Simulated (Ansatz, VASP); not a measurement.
## Sn4O7 in VASP and in Ansatz

File INCAR:

```
SYSTEM = Sn4O7
ALGO     = Normal         ! electronic algorithm
EDIFF    = 1E-6           ! SCF threshold, eV
ENCUT    = 520            ! plane-wave cutoff, eV
GGA_COMPAT= .FALSE.      
ISIF     = 2              ! what is computed and relaxed
ISMEAR   = 0              ! smearing method
LASPH    = .TRUE.         ! aspherical terms in the spheres
LCHARG   = .FALSE.        ! write CHGCAR
LREAL    = .FALSE.        ! projectors in reciprocal space
LWAVE    = .FALSE.        ! write WAVECAR
NBANDS   = 60             ! bands
NELM     = 120            ! most SCF steps
PREC     = Accurate       ! precision mode
SIGMA    = 0.05           ! smearing width, eV
```

File KPOINTS:

```
k-points
0
G
  4 4 2
  0 0 0
```

Contents of POSCAR:

```
Sn4O7
1.0
    4.7380000000      0.0000000000      0.0000000000
    0.0000000000      4.7380000000      0.0000000000
    0.0000000000      0.0000000000      6.3730000000
Sn O
4 7
Direct
    0.0000000000      0.0000000000      0.0000000000
    0.5000000000      0.5000000000      0.2500000000
    0.0000000000      0.0000000000      0.5000000000
    0.5000000000      0.5000000000      0.7500000000
    0.1929000000      0.8071000000      0.2500000000
    0.6929000000      0.6929000000      0.0000000000
    0.8071000000      0.1929000000      0.2500000000
    0.3071000000      0.3071000000      0.5000000000
    0.1929000000      0.8071000000      0.7500000000
    0.6929000000      0.6929000000      0.5000000000
    0.8071000000      0.1929000000      0.7500000000
```

Input for Ansatz:

```yaml
crystal:
  lattice:
    - [4.738, 0.0, 0.0]
    - [0.0, 4.738, 0.0]
    - [0.0, 0.0, 3.1865]
  atoms:
    - { symbol: Sn, position: [0.0, 0.0, 0.0] }
    - { symbol: Sn, position: [0.5, 0.5, 0.5] }
    - { symbol: O, position: [0.3071, 0.3071, 0.0] }
    - { symbol: O, position: [0.1929, 0.8071, 0.5] }
    - { symbol: O, position: [0.6929, 0.6929, 0.0] }
    - { symbol: O, position: [0.8071, 0.1929, 0.5] }
  supercell: [1, 1, 2]
  defects:
    - { vacancy: 2 }
basis:
  ecutwfc: 489.804952427784
kpoints:
  mp_grid:
    grid: [4, 4, 2]
    shift: [0.0, 0.0, 0.0]
hamiltonian:
  xc: lda
scf:
  occupations:
    method: gaussian
    width: 0.05
output:
  forces: true
  eigenvalues: true
```

Alike in both runs: task single point; functional LDA; k mesh 4 × 4 × 2; occupations gaussian, width 0.05 eV; no spin polarisation.

```csv
,VASP,Ansatz
version,VASP 6.6.1,Ansatz 0.2.0
potentials or method,"VASP PAW LDA potentials, release 64 (Sn_d, O), cutoff 520 eV","plane waves, PAW"
valence electrons in the cell,98,98
```

```tsv
	VASP	Ansatz	Ansatz less VASP
rms of the force components (eV/Å)	0.298	0.272	-0.0252
```

LDA's correlation is that of Perdew and Zunger in VASP and of Perdew and Wang (1992) in Ansatz.

The k mesh is coarse, so the values compare programs but aren't converged.
